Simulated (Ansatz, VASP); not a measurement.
**MgAu: VASP beside Ansatz**

INCAR

```
ALGO = Normal ; EDIFF = 1E-6
ENCUT = 520 ; GGA = CA
ISIF = 2 ; ISMEAR = -1
LASPH = True ; LCHARG = False
LREAL = False ; LWAVE = False
NBANDS = 14 ; NELM = 60
PREC = Accurate ; SIGMA = 0.05
```

KPOINTS

```
k-points
0
Gamma
  13 13 13
```

The input POSCAR:

```
MgAu
1.0
    3.2149540601      0.0000000000      0.0000000000
    0.0000000000      3.2149540601      0.0000000000
    0.0000000000      0.0000000000      3.2149540601
Mg Au
1 1
Direct
    0.5000000000      0.5000000000      0.5000000000
    0.0000000000      0.0000000000      0.0000000000
```

Input for Ansatz:

```yaml
crystal:
  lattice:
    - [3.2149540601, 0.0, 0.0]
    - [0.0, 3.2149540601, 0.0]
    - [0.0, 0.0, 3.2149540601]
  atoms:
    - { symbol: Mg, position: [0.5, 0.5, 0.5] }
    - { symbol: Au, position: [0.0, 0.0, 0.0] }
kpoints:
  mp_grid: { grid: [13, 13, 13] }
  band_path:
    path:
      - [0.0, 0.0, 0.0]
      - [0.0, 0.5, 0.0]
      - [0.5, 0.5, 0.0]
      - [0.0, 0.0, 0.0]
      - [0.5, 0.5, 0.5]
      - [0.0, 0.5, 0.0]
      - [0.5, 0.5, 0.5]
      - [0.5, 0.5, 0.0]
    npoints: 5
scf:
  occupations: { method: fermi_dirac, width: 0.05 }
hamiltonian:
  xc: lda
  pseudopotentials: { kind: all_electron, lapw: { basis_error: 0.00025 } }
output:
  forces: true
  stress: true
  eigenvalues: true
```

Change from the starting cell: volume scaled by 0.96.

Alike in both runs: task single point; functional LDA; k mesh 13 × 13 × 13; occupations fermi-dirac, width 0.05 eV; no spin polarisation.

```csv
,VASP,Ansatz
version,VASP 6.6.1,Ansatz 0.2.0
potentials or method,"VASP PAW LDA potentials, release 64 (Mg, Au), cutoff 520 eV","all-electron LAPW, scalar-relativistic"
```

Ansatz gave:

```
pressure (GPa) : 0.4
```

**Question.** What did VASP give for the same quantities?

**Answer.** Pressure (GPa): -0.1.

LDA's correlation is that of Perdew and Zunger in VASP and of Perdew and Wang (1992) in Ansatz. Ansatz ran all-electron here, and VASP with PAW potentials.

Neither program's run includes spin-orbit coupling.
